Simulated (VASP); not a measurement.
Here is a VASP 6.6.1 calculation.

File INCAR:

```
SYSTEM = NbTe3Os2
  PREC = Accurate
  ENCUT = 520
  EDIFF = 1E-7
  ISMEAR = 0
  SIGMA = 0.1
  LREAL = .False.
  LASPH = .True.
  NELM = 60
  ALGO = Normal
  ISIF = 2
  LWAVE = .False.
  LCHARG = .False.
  GGA = PE
  NBANDS = 32
```

KPOINTS

```
regular mesh
0
Gamma
  6 6 2
  0 0 0
```

File POSCAR:

```
NbTe3Os2
1.0
    3.9467556700      0.0000000000      0.0000000000
   -1.9733778300      3.4179906700      0.0000000000
    0.0000000000      0.0000000000      9.7457834700
Nb Te Os
1 3 2
Direct
    0.0000000000      0.0000000000      0.5000000000
    0.6666666700      0.3333333300      0.6840587500
    0.0000000000      0.0000000000      0.0000000000
    0.3333333300      0.6666666700      0.3159412500
    0.3333333300      0.6666666700      0.8420293700
    0.6666666700      0.3333333300      0.1579706300
```

Potentials or basis: VASP PAW PBE potentials, release 64 (Nb_sv, Te, Os).

The run is started by

```sh
$ cat potpaw_PBE.64/Nb_sv/POTCAR potpaw_PBE.64/Te/POTCAR potpaw_PBE.64/Os/POTCAR > POTCAR
$ mpirun -np 1 vasp_std > vasp.out
```

(1) Predict the pressure.

(2) What does it give for the largest force?

(3) What does it give for the band gap on the k mesh?

Answers

(1) -3.4 GPa.

(2) 0.670 eV/Å.

(3) zero (an odd number of electrons rules out a gap without spin polarisation).

Caveat: the cell stands under tension; spin-orbit coupling is left out, which moves the levels of the heavy elements; an odd number of electrons without spin polarisation forces a metal; a magnetic or distorted state may lie lower.
